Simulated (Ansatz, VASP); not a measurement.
# Ru: VASP beside Ansatz

Contents of INCAR:

```
ALGO = Normal
EDIFF = 1E-8
ENCUT = 520
GGA = PE
ISIF = 2
ISMEAR = -1
LASPH = T
LCHARG = F
LEFG = T
LREAL = F
LWAVE = F
NBANDS = 21
NELM = 100
PREC = Accurate
SIGMA = 0.03
```

KPOINTS

```
k-points
0
Gamma
  14 14 8
```

Contents of POSCAR:

```
Ru
1.0
    2.7057993342      0.0000000000      0.0000000000
   -1.3528996671      2.3432909610      0.0000000000
    0.0000000000      0.0000000000      4.2819000000
Ru
2
Direct
    0.3333333333      0.6666666667      0.2500000000
    0.6666666667      0.3333333333      0.7500000000
```

Input for Ansatz:

```yaml
crystal:
  lattice:
    - [2.7057993342, 0.0, 0.0]
    - [-1.3528996671, 2.343290961, 0.0]
    - [0.0, 0.0, 4.2819]
  atoms:
    - { symbol: Ru, position: [0.3333333333, 0.6666666667, 0.25] }
    - { symbol: Ru, position: [0.6666666667, 0.3333333333, 0.75] }
kpoints:
  mp_grid: { grid: [14, 14, 8] }
  band_path:
    path:
      - [0.0, 0.0, 0.0]
      - [0.5, 0.0, 0.0]
      - [0.3333333333, 0.3333333333, 0.0]
      - [0.0, 0.0, 0.0]
      - [0.0, 0.0, 0.5]
      - [0.5, 0.0, 0.5]
      - [0.3333333333, 0.3333333333, 0.5]
      - [0.0, 0.0, 0.5]
      - [0.5, 0.0, 0.5]
    npoints: 8
scf:
  occupations: { method: fermi_dirac, width: 0.03 }
hamiltonian:
  xc: pbe
  pseudopotentials: { kind: paw }
output:
  forces: true
  stress: true
  eigenvalues: true
  efg: { contact_densities: true }
  populations: true
  bader: true
  dos: { projected: true, de: 0.2, e_range: [-14, 8] }
```

Alike in both runs: task electric field gradients; functional PBE; k mesh 14 × 14 × 8; occupations fermi-dirac, width 0.03 eV; no spin polarisation.

|  | VASP | Ansatz |
| --- | --- | --- |
| version | VASP 6.6.1 | Ansatz 0.2.0 |
| potentials or method | VASP PAW PBE potentials, release 64 (Ru_pv) | PAW with Ansatz's default frozen-core files, scalar-relativistic |
| plane-wave cutoff (eV) | 520 | 420 |
| valence electrons in the cell | 28 | 32 |

VASP gave:

* pressure (GPa): 4.5
* traceless stress, the component that is largest in VASP (GPa): -1.08
* size of Vzz on the site where it differs most (V/Å²): 12.9

Task: What did Ansatz give for the same quantities?

Result: Pressure (GPa): 4.6; traceless stress, the component that is largest in VASP (GPa): -1.10; size of Vzz on the site where it differs most (V/Å²): 9.0.

With one functional, cell and mesh, what is left measures potentials, basis and numerics. VASP's potentials hold 28 valence electrons a cell and Ansatz's 32, so a difference there can come from the potentials and not from the codes.
